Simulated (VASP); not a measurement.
AgI, 4 atoms in the cell. It takes space group P6_3mc (No. 186, hexagonal). Conventional cell: a = 4.530 Å, b = 4.530 Å, c = 7.252 Å, α = 90.00°, β = 90.00°, γ = 120.00°. Within 3.6 Å of Ag (site symmetry 3m) lie 4 I at 2.75 to 2.76 Å. Within 3.6 Å of I (site symmetry 3m) lie 4 Ag at 2.75 to 2.76 Å.  This cell differs from its parent crystal: film at in-plane strain +0.01.

| Item | Value |
| --- | --- |
| Program | VASP 6.6.1 |
| Task | single point |
| Functional | LDA |
| Potentials or basis | VASP PAW LDA potentials, release 64 (Ag, I) |
| Cutoff | 500 eV |
| k mesh | 6 × 6 × 4 |
| Occupations | gaussian, width 0.01 eV |
| Spin | no spin polarisation |
| Dipole correction | no |
| Further INCAR settings | ALGO = Normal; EDIFF = 1e-06; NBANDS = 26 |

Potentials or basis: VASP PAW LDA potentials, release 64 (Ag, I).

Launch:

```console
$ cat potpaw_LDA.64/Ag/POTCAR potpaw_LDA.64/I/POTCAR > POTCAR
$ mpirun -np 1 vasp_std > vasp.out
```

Hardware: 1 thread of Intel Xeon 8259CL, on a shared host.

Problem. How long does it take, and how much memory?

Solution. It took 85 s on 1 thread of Intel Xeon 8259CL (shared host), peak memory 0.23 GiB. Counts: scf iterations 13, k points 21.
